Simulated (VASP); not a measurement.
InAs:

```xyz
2
Lattice="0.0000 3.1157 3.1157 3.1157 0.0000 3.1157 3.1157 3.1157 0.0000" Properties=species:S:1:pos:R:3 pbc="T T T"
In    0.0000    0.0000    0.0000
As    1.5578    1.5578    1.5578
```

This cell differs from its parent crystal: strain +2.0%.

Base run:

| Property | Result |
| --- | --- |
| Program | VASP 6.6.1 |
| Functional | r2SCAN |
| Potentials or basis | VASP PAW PBE potentials, release 64 (In_d, As) |
| Cutoff | 520 eV |
| k mesh | 8 × 8 × 8 |
| Occupations | fermi-dirac, width 0.02 eV |
| Spin | no spin polarisation |

Its results: band gap on the k mesh zero (filled and empty bands touch); pressure -3.0 GPa.

Question: The run is repeated on the same cell with these changes: functional from r2SCAN to PBE; further incar settings from ALGO = Normal; EDIFF = 1e-06; NBANDS = 16 to ALGO = Normal; EDIFF = 1e-07; NBANDS = 16. What comes out?

Answer: Band gap on the k mesh zero (filled and empty bands touch); pressure -1.0 GPa.

Caveats: semilocal functionals underestimate gaps, so a narrow gap can read as zero; spin-orbit coupling is left out, which moves the levels of the heavy elements; the PAW data sets were made with another functional, which shifts forces and pressure a little (at least some runs).
